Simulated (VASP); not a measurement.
Runs of VASP 6.6.1 on GaN. The structure is that of space group P6_3mc (No. 186), or close to it. The cells are those of the table. 

```tsv
level	potentials or basis	cell	k mesh	cutoff (eV)	smearing	second run	gap on the mesh (eV)	pressure (GPa)	largest force (eV/Å)
LDA	VASP PAW LDA potentials, release 64 (Ga_d, N_h)	a = 3.152, b = 3.152, c = 5.138 Å, angles 90.0, 90.0, 120.0°, 4 atoms	12 × 12 × 4	910	fermi-dirac 0.02 eV	hard_potentials	2.15	1.1	-
PBE	VASP PAW PBE potentials, release 64 (Ga_d, N)	a = 3.183, b = 3.183, c = 5.184 Å, angles 90.0, 90.0, 120.0°, 4 atoms	6 × 6 × 4	520	gaussian 0.01 eV	-	1.94	(a)	-
r2SCAN	VASP PAW PBE potentials, release 64 (Ga_d, N)	a = 3.183, b = 3.183, c = 5.184 Å, angles 90.0, 90.0, 120.0°, 4 atoms	12 × 12 × 4	520	fermi-dirac 0.02 eV	-	2.34	1.1	0.01
PBE	VASP PAW PBE potentials, release 64 (Ga_d, N)	a = 3.183, b = 3.183, c = 5.184 Å, angles 90.0, 90.0, 120.0°, 4 atoms	12 × 12 × 6	520	fermi-dirac 0.02 eV	-	1.94	(b)	-
LDA	VASP PAW LDA potentials, release 64 (Ga_d, N)	a = 3.183, b = 3.183, c = 5.184 Å, angles 90.0, 90.0, 120.0°, 4 atoms	12 × 12 × 6	520	gaussian 0.01 eV	-	1.96	-4.4	0.01
```

Alike in all rows: task single point; no spin polarisation.

Task: Estimate the missing entries.

Result: (a) 6.3; (b) 6.2.

Caveats: the cutoff is under 1.25 times the usual one of these potentials, so pressure, stress and relaxed cells hold a basis-set (Pulay) error (some runs); the PAW data sets were made with another functional, which shifts forces and pressure a little (some runs).

A k mesh can miss the band edges, and the runs leave out spin-orbit coupling on Ga.
